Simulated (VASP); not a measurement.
# Ba2HRhO6 (Fm-3m) in VASP: single point with LDA

Aim: the single point of Ba2HRhO6 with LDA.

All numbers are computed with VASP 6.6.1; they aren't measurements. Logs are shortened: lines on timing, memory, paths and dates and some standing lists are left out, and cuts for length are marked.

### Step 1. The cell of the first run

The structure is cubic, space group Fm-3m (No. 225). Conventional cell: a = 8.099 Å, b = 8.099 Å, c = 8.099 Å, α = 90.00°, β = 90.00°, γ = 90.00°. Ba (site symmetry -43m) has 12 O at 2.87 Å and 4 Rh at 3.51 Å and 4 H at 3.51 Å within 3.8 Å. Within 2.8 Å of Rh (site symmetry m-3m) lie 6 O at 2.13 Å. Within 2.6 Å of O (site symmetry 4mm) lie 1 H at 1.92 Å and 1 Rh at 2.13 Å. H (site symmetry m-3m) has 6 O at 1.92 Å within 2.6 Å.

### Step 2. Single point, LDA

The input, POSCAR:

```
Ba2HRhO6
1.0
    0.0000000000      4.0493650000      4.0493650000
    4.0493650000      0.0000000000      4.0493650000
    4.0493650000      4.0493650000      0.0000000000
Ba Rh O H
2 1 6 1
Direct
    0.2500000000      0.2500000000      0.2500000000
    0.7500000000      0.7500000000      0.7500000000
    0.0000000000      0.0000000000      0.0000000000
    0.7375000000      0.2625000000      0.2625000000
    0.2625000000      0.7375000000      0.2625000000
    0.2625000000      0.7375000000      0.7375000000
    0.7375000000      0.2625000000      0.7375000000
    0.2625000000      0.2625000000      0.7375000000
    0.7375000000      0.7375000000      0.2625000000
    0.5000000000      0.5000000000      0.5000000000
```

The input, INCAR.step1:

```
SYSTEM = Ba2HRhO6
ALGO     = Normal         ! electronic algorithm
EDIFF    = 1E-6           ! SCF threshold, eV
ENCUT    = 520            ! plane-wave cutoff, eV
GGA      = CA             ! functional
ISIF     = 2              ! what is computed and relaxed
ISMEAR   = -1             ! smearing method
LASPH    = .True.         ! aspherical terms in the spheres
LCHARG   = .True.         ! write CHGCAR
LMAXMIX  = 4              ! l up to which the mixer works
LREAL    = .False.        ! projectors in reciprocal space
LWAVE    = .False.        ! write WAVECAR
NBANDS   = 47             ! bands
NELM     = 100            ! most SCF steps
PREC     = Accurate       ! precision mode
SIGMA    = 0.1            ! smearing width, eV
```

The input, KPOINTS.step1:

```
k-points
0
Gamma
  7 7 7
  0 0 0
```

The input, INCAR.step2:

```
SYSTEM = Ba2HRhO6
ALGO     = Normal         ! electronic algorithm
EDIFF    = 1E-6           ! SCF threshold, eV
ENCUT    = 520            ! plane-wave cutoff, eV
GGA      = CA             ! functional
ICHARG   = 11             ! starting density
ISIF     = 2              ! what is computed and relaxed
ISMEAR   = -5             ! smearing method
LASPH    = .True.         ! aspherical terms in the spheres
LCHARG   = .False.        ! write CHGCAR
LMAXMIX  = 4              ! l up to which the mixer works
LORBIT   = 11             ! projections on sites
LREAL    = .False.        ! projectors in reciprocal space
LWAVE    = .False.        ! write WAVECAR
NBANDS   = 47             ! bands
NEDOS    = 1001           ! points of the DOS
NELM     = 100            ! most SCF steps
PREC     = Accurate       ! precision mode
SIGMA    = 0.1            ! smearing width, eV
```

The input, KPOINTS.step2:

```
k-points
0
Gamma
  11 11 11
  0 0 0
```

Potentials or basis: VASP PAW LDA potentials, release 64 (Ba_sv, Rh_pv, O, H).

The run is started by

```console
cat potpaw_LDA.64/Ba_sv/POTCAR potpaw_LDA.64/Rh_pv/POTCAR potpaw_LDA.64/O/POTCAR potpaw_LDA.64/H/POTCAR > POTCAR
cp INCAR.step1 INCAR
cp KPOINTS.step1 KPOINTS
mpirun -np 1 vasp_std > vasp.out
cp INCAR.step2 INCAR
cp KPOINTS.step2 KPOINTS
mpirun -np 1 vasp_std > vasp.out
```

OUTCAR:

```text
SYSTEM = Ba2HRhO6
   EDIFF = 1E-6
   ENCUT = 520
   GGA = CA
   ICHARG = 11
   ISIF = 2
   ISMEAR = -5
   LASPH = .True.
   LORBIT = 11
   LREAL = .False.
   NELM = 100
   PREC = Accurate

 ion  position               nearest neighbor table
   1  0.250  0.250  0.250-   4 2.87   5 2.87   8 2.87   6 2.87   7 2.87   8 2.87   5 2.87   6 2.87
                             9 2.87   4 2.87   7 2.87   9 2.87   3 3.51   3 3.51   3 3.51   3 3.51
   2  0.750  0.750  0.750-   5 2.87   6 2.87   8 2.87   4 2.87   7 2.87   8 2.87   4 2.87   5 2.87
                             9 2.87   6 2.87   7 2.87   9 2.87   3 3.51   3 3.51   3 3.51   3 3.51
   3  0.000  0.000  0.000-   4 2.13   5 2.13   6 2.13   7 2.13   8 2.13   9 2.13   2 3.51   2 3.51
                             1 3.51   2 3.51   2 3.51   1 3.51   1 3.51   1 3.51
   4  0.737  0.263  0.263-   3 2.13   1 2.87   1 2.87   2 2.87   2 2.87
   5  0.263  0.737  0.263-   3 2.13   1 2.87   1 2.87   2 2.87   2 2.87
   6  0.263  0.737  0.737-   3 2.13   1 2.87   2 2.87   1 2.87   2 2.87
   7  0.737  0.263  0.737-   3 2.13   1 2.87   2 2.87   1 2.87   2 2.87
   8  0.263  0.263  0.737-   3 2.13   1 2.87   1 2.87   2 2.87   2 2.87
   9  0.737  0.737  0.263-   3 2.13   1 2.87   2 2.87   1 2.87   2 2.87
  10  0.500  0.500  0.500-

  LATTYP: Found a face centered cubic cell.
 ALAT       =     8.0987300000

  Lattice vectors:

 A1 = (   0.0000000000,   4.0493650000,   4.0493650000)
 A2 = (   4.0493650000,   0.0000000000,   4.0493650000)
 A3 = (   4.0493650000,   4.0493650000,   0.0000000000)

Analysis of symmetry for initial positions (statically):
=====================================================================
 Subroutine PRICEL returns:
 Original cell was already a primitive cell.

 Routine SETGRP: Setting up the symmetry group for a
 face centered cubic supercell.

 Subroutine GETGRP returns: Found 48 space group operations
 (whereof 48 operations were pure point group operations)
 out of a pool of 48 trial point group operations.

The static configuration has the point symmetry O_h .

Analysis of symmetry for dynamics (positions and initial velocities):
=====================================================================
 Subroutine PRICEL returns:
 Original cell was already a primitive cell.

 Routine SETGRP: Setting up the symmetry group for a
 face centered cubic supercell.

 Subroutine GETGRP returns: Found 48 space group operations
 (whereof 48 operations were pure point group operations)
 out of a pool of 48 trial point group operations.

The dynamic configuration has the point symmetry O_h .

 Subroutine INISYM returns: Found 48 space group operations
 (whereof 48 operations are pure point group operations),
 and found     1 'primitive' translations

----------------------------------------------------------------------------------------

                                     Primitive cell

  volume of cell :     132.7978

  direct lattice vectors                    reciprocal lattice vectors
     0.000000000  4.049365000  4.049365000    -0.123476150  0.123476150  0.123476150
     4.049365000  0.000000000  4.049365000     0.123476150 -0.123476150  0.123476150
     4.049365000  4.049365000  0.000000000     0.123476150  0.123476150 -0.123476150

  length of vectors
     5.726666902  5.726666902  5.726666902     0.213866965  0.213866965  0.213866965

  position of ions in fractional coordinates (direct lattice)
     0.250000000  0.250000000  0.250000000
     0.750000000  0.750000000  0.750000000
     0.000000000  0.000000000  0.000000000
     0.737500000  0.262500000  0.262500000
     0.262500000  0.737500000  0.262500000
     0.262500000  0.737500000  0.737500000
     0.737500000  0.262500000  0.737500000
     0.262500000  0.262500000  0.737500000
     0.737500000  0.737500000  0.262500000
     0.500000000  0.500000000  0.500000000

  ion indices of the primitive-cell ions
   primitive index   ion index
                 1           1
                 2           2
                 3           3
                 4           4
                 5           5
                 6           6
                 7           7
                 8           8
                 9           9
                10          10
[... 23 lines left out ...]

 Subroutine IBZKPT returns following result:
 ===========================================

 Found     56 irreducible k-points:

 Following reciprocal coordinates:
            Coordinates               Weight
  0.000000  0.000000  0.000000      1.000000
  0.090909  0.000000  0.000000      8.000000
  0.181818  0.000000  0.000000      8.000000
  0.272727  0.000000  0.000000      8.000000
  0.363636  0.000000  0.000000      8.000000
  0.454545  0.000000  0.000000      8.000000
[... 16 lines left out ...]
 -0.272727  0.181818  0.000000     24.000000
 -0.181818  0.181818  0.000000     12.000000
 [... further k-points ...]
   k-points           NKPTS =     56   k-points in BZ     NKDIM =     56   number of bands    NBANDS=     47
   number of dos      NEDOS =   1001   number of ions     NIONS =     10
   total plane-waves  NPLWV = 110592
   dimension x,y,z NGX =    48 NGY =   48 NGZ =   48
   dimension x,y,z NGXF=    96 NGYF=   96 NGZF=   96
   ions per type =               2   1   6   1
   NGX,Y,Z   is equivalent  to a cutoff of  13.93, 13.93, 13.93 a.u.
   NGXF,Y,Z  is equivalent  to a cutoff of  27.87, 27.87, 27.87 a.u.
 SYSTEM =  Ba2HRhO6
   PREC   = accura    normal or accurate (medium, high low for compatibility)
   ISTART =      0    job   : 0-new  1-cont  2-samecut
   ICHARG =     11    charge: 1-file 2-atom 10-const
   ISPIN  =      1    spin polarized calculation?
   LNONCOLLINEAR =      F non collinear calculations
   LSORBIT =      F    spin-orbit coupling
   LASPH  =      T    aspherical Exc in radial PAW
   ENCUT  =  520.0 eV  38.22 Ry    6.18 a.u.  10.65 10.65 10.65*2*pi/ulx,y,z
   NELM   =    100;   NELMIN=  2; NELMDL=  0     # of ELM steps
   EDIFF  = 0.1E-05   stopping-criterion for ELM
   LREAL  =      F    real-space projection
   EDIFFG = 0.1E-04   stopping-criterion for IOM
   NSW    =      0    number of steps for IOM
   IBRION =     -1    ionic relax: 0-MD 1-quasi-New 2-CG
   NFREE  =      0    steps in history (QN), initial steepest desc. (CG)
   ISIF   =      2    stress and relaxation
   ISYM   =      2    0-nonsym 1-usesym 2-fastsym
   POTIM  = 0.5000    time-step for ionic-motion
   TEBEG  =    0.0;   TEEND  =   0.0 temperature during run
   PSTRESS=    0.0 pullay stress
   NELECT =      72.0000    total number of electrons
   NUPDOWN=      -1.0000    fix difference up-down
   EMIN   =  10.00;   EMAX   =-10.00  energy-range for DOS
   EFERMI =   0.00;   METHOD = LEGACY
   ISMEAR =    -5;   SIGMA  =   0.10  broadening in eV -4-tet -1-fermi 0-gaus
   EFERMI_NEDOS =   21; number of points for ismear=-14 and -15
   IALGO  =     38    algorithm
   IMIX   =      4    mixing-type and parameters
     AMIX     =   0.40;   BMIX     =  1.00
     AMIX_MAG =   1.60;   BMIX_MAG =  1.00
  volume/ion in A,a.u.               =      13.28        89.62
  Fermi-wavevector in a.u.,A,eV,Ry     =   1.334921  2.522634 24.245756  1.782013
  Thomas-Fermi vector in A             =   2.463665
   LORBIT       =     11    0 simple, 1 ext, 2 COOP (PROOUT), +10 PAW based schemes
   GGA     = CA    functional components
   LHFCALC =     F    Hartree Fock is set to
   AEXX    =    0.0000 exact exchange contribution
   IVDW    =     0    specifies the selected vdW correction
   LEPSILON=     F    determine dielectric tensor
   LRPA    =     F    only Hartree local field effects (RPA)
 non-spin polarized calculation
 Fermi weights with tetrahedron method with Bloechl corrections
  energy-cutoff  :      520.00
  volume of cell :      132.80
 maximum number of plane-waves:      3596
 NGX is ok and might be reduce to    48

 number of electron      71.9999996 magnetization

 Free energy of the ion-electron system (eV)
  ---------------------------------------------------
  ext. energy  EPLUGINS =         0.00000000
  ---------------------------------------------------
  free energy    TOTEN  =       -61.03886264 eV

  energy without entropy =      -61.03886264  energy(sigma->0) =      -61.03886264

 E-fermi :   1.8832     XC(G=0): -11.2294

 val. band max:        1.9037491916   @ k =  -0.2727   0.2727   0.0909
 cond. band min:       1.8844196131   @ k =  -0.1818   0.0909   0.0000
 fundamental gap:     -0.0193295785
 Fermi energy:         1.8831629335

 k-point     1 :       0.0000    0.0000    0.0000
  band No.  band energies     occupation
      1     -45.3827      2.00000
      2     -45.3827      2.00000
      3     -45.3827      2.00000
      4     -22.7107      2.00000
      5     -22.4846      2.00000
      6     -14.7328      2.00000
[... 1189 lines left out ...]
     46       9.4884      0.00000
     47      10.0236      0.00000

 [... further k-points ...]

------------------------ aborting loop because EDIFF is reached ----------------------------------------

  FORCE on cell =-STRESS in cart. coord.  units (eV):
  Direction    XX          YY          ZZ          XY          YZ          ZX
  --------------------------------------------------------------------------------------
  -------------------------------------------------------------------------------------
  Total      -17.6354101    -17.6354101    -17.6354101      0.0000000      0.0000000      0.0000000
  in kB     -212.7675416   -212.7675416   -212.7675416      0.0000000      0.0000000      0.0000000
  external PRESSURE =    -212.7675416 kB  Pullay stress =       0.0000000 kB

 VOLUME and BASIS-vectors are now :
 -----------------------------------------------------------------------------
  energy-cutoff  :      520.00
  volume of cell :      132.80
      direct lattice vectors                 reciprocal lattice vectors
     0.000000000  4.049365000  4.049365000    -0.123476150  0.123476150  0.123476150
     4.049365000  0.000000000  4.049365000     0.123476150 -0.123476150  0.123476150
     4.049365000  4.049365000  0.000000000     0.123476150  0.123476150 -0.123476150

 POSITION                                       TOTAL-FORCE (eV/Angst)
 -----------------------------------------------------------------------------------
      2.02468      2.02468      2.02468         0.000000      0.000000      0.000000
      6.07405      6.07405      6.07405        -0.000000     -0.000000      0.000000
      0.00000      0.00000      0.00000        -0.000000      0.000000      0.000000
      2.12592      4.04936      4.04936        -2.378473      0.000000      0.000000
      4.04936      2.12592      4.04936        -0.000000     -2.378473      0.000000
      5.97281      4.04936      4.04936         2.378473      0.000000      0.000000
      4.04936      5.97281      4.04936        -0.000000      2.378473      0.000000
      4.04936      4.04936      2.12592        -0.000000      0.000000     -2.378473
      4.04936      4.04936      5.97281        -0.000000      0.000000      2.378473
      4.04936      4.04936      4.04936        -0.000000      0.000000      0.000000
 -----------------------------------------------------------------------------------
    total drift:                                0.000000      0.000000     -0.000000

  FREE ENERGIE OF THE ION-ELECTRON SYSTEM (eV)
  ---------------------------------------------------
  free  energy   TOTEN  =       -61.0388626450 eV

  energy  without entropy=      -61.0388626450  energy(sigma->0) =      -61.03886264

 total charge

# of ion       s       p       d       tot
------------------------------------------
    1        2.001   5.612   0.289   7.902
    2        2.001   5.612   0.289   7.902
    3        0.337   6.297   6.585  13.220
    4        1.577   3.236   0.000   4.813
    5        1.577   3.236   0.000   4.813
    6        1.577   3.236   0.000   4.813
    7        1.577   3.236   0.000   4.813
    8        1.577   3.236   0.000   4.813
    9        1.577   3.236   0.000   4.813
   10        0.210   0.012   0.000   0.223
--------------------------------------------------
tot         14.012  36.950   7.163  58.126
```

Run time: 7.9 min. Hardware: 1 thread of Intel Xeon Platinum 8488C (Sapphire Rapids), shared host; peak memory 0.44 GiB.

What came out:

```yaml
Valence_electrons_inside_the_program's_atomic_spheres: Ba 7.90; Rh 13.22; O 4.81; H 0.22
```

Caveat: spin-orbit coupling is left out, which moves the levels of the heavy elements; tetrahedron occupations give inexact forces and stress in metals.
